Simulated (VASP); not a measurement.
Write the native input for VASP 6.6.1 that does the following.

* Task: relaxation of cell and atoms
* Functional: PBE
* Potentials or basis: VASP PAW PBE potentials, release 64 (Na_pv, Be)
* Cutoff: 600 eV
* k mesh: 4 × 4 × 4
* Occupations: gaussian, width 0.1 eV
* Spin: no spin polarisation
* Dipole correction: no
* Further INCAR settings: ALGO = Normal; EDIFF = 1e-06; IBRION = 2; EDIFFG = -0.04; NSW = 90; ISIF = 3

The structure of NaBe4 lies in POSCAR:

```
NaBe4
1.0
    3.8019986800      0.0000000000      0.0000000000
    0.0000000000      3.8019986800      0.0000000000
    0.0000000000      0.0000000000      3.8019986800
Na Be
1 4
Direct
    0.5000000000      0.5000000000      0.5000000000
    0.5000000000      0.0000000000      0.0000000000
    0.0000000000      0.5000000000      0.0000000000
    0.0000000000      0.0000000000      0.5000000000
    0.0000000000      0.0000000000      0.0000000000
```

One way to write it, as run:

INCAR

```
SYSTEM = NaBe4
  ALGO = Normal
  EDIFF = 1E-6
  EDIFFG = -0.04
  ENCUT = 600
  GGA = PE
  IBRION = 2
  ISIF = 3
  ISMEAR = 0
  LASPH = .True.
  LCHARG = .False.
  LREAL = .False.
  LWAVE = .False.
  NELM = 80
  NSW = 90
  PREC = Accurate
  SIGMA = 0.1
```

KPOINTS

```
k-points
0
Gamma
  4 4 4
  0 0 0
```

Potentials or basis: VASP PAW PBE potentials, release 64 (Na_pv, Be).

The run is started by

```console
$ cat potpaw_PBE.64/Na_pv/POTCAR potpaw_PBE.64/Be/POTCAR > POTCAR
$ mpirun -np 1 vasp_std > vasp.out
```

It gave:

```yaml
Relaxed_volume: 12.54 Å³/atom
Relaxed_cell: a = 3.973 Å, b = 3.973 Å, c = 3.973 Å, α = 90.00°, β = 90.00°, γ = 90.00°
Space_group_after_relaxing_to_0.05_Å: Pm-3m (No. 221)
Energy_gained_by_relaxing: 44.8 meV/atom
Ionic_steps: 3
Pressure_after_relaxing: 0.1 GPa
```

Caveat: the k points lie up to 0.40 Å⁻¹ apart in the final cell.

Wall time 24 s on 1 thread of Intel(R) Xeon(R) Platinum 8259CL CPU @ 2.50GHz (Skylake/Cascade Lake), with other jobs on the host, peak memory 0.16 GiB.
